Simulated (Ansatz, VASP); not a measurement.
## Two plane-wave programs on Rh

INCAR

```
PREC = Accurate
ENCUT = 520
EDIFF = 1E-7
ISMEAR = 1
SIGMA = 0.1
LREAL = F
LASPH = T
NELM = 60
ALGO = Normal
ISIF = 2
LWAVE = F
LCHARG = T
GGA = PE
LELF = T
LVHAR = T
NBANDS = 14
```

The input KPOINTS:

```
Automatic mesh
0
Gamma
  13 13 13
```

The input POSCAR:

```
Rh
1.0
    0.0000000000      1.8978500000      1.8978500000
    1.8978500000      0.0000000000      1.8978500000
    1.8978500000      1.8978500000      0.0000000000
Rh
1
Direct
    0.0000000000      0.0000000000      0.0000000000
```

Input for Ansatz:

```yaml
crystal:
  lattice:
    - [0.0, 1.89785, 1.89785]
    - [1.89785, 0.0, 1.89785]
    - [1.89785, 1.89785, 0.0]
  atoms:
    - { symbol: Rh, position: [0.0, 0.0, 0.0] }
kpoints:
  mp_grid:
    grid: [13, 13, 13]
    shift: [0.0, 0.0, 0.0]
hamiltonian:
  xc: pbe
scf:
  max_iter: 200
  algorithm: density_mixing
  n_extra_bands: 2
  convergence:
    dr2_threshold: 1.0e-06
  occupations:
    method: methfessel_paxton
output:
  stress: true
```

Alike in both runs: task single point; functional PBE; k mesh 13 × 13 × 13; no spin polarisation.

|  | VASP | Ansatz |
| --- | --- | --- |
| version | VASP 6.6.1 | Ansatz 0.2.0 |
| potentials or method | VASP PAW PBE potentials, release 64 (Rh_pv) | plane waves, PAW |
| plane-wave cutoff (eV) | 520 | 420 |
| occupations | methfessel-paxton of order 1, width 0.1 eV | methfessel-paxton of order 1 |
| valence electrons in the cell | 15 | 17 |

Ansatz gave:

```
pressure (GPa) : 7.4
```

What did VASP give for the same quantities?

Pressure (GPa): 7.5.

VASP's potentials hold 15 valence electrons a cell and Ansatz's 17, so a difference there can come from the potentials and not from the codes. Ansatz's warnings: stress scf threshold loose.
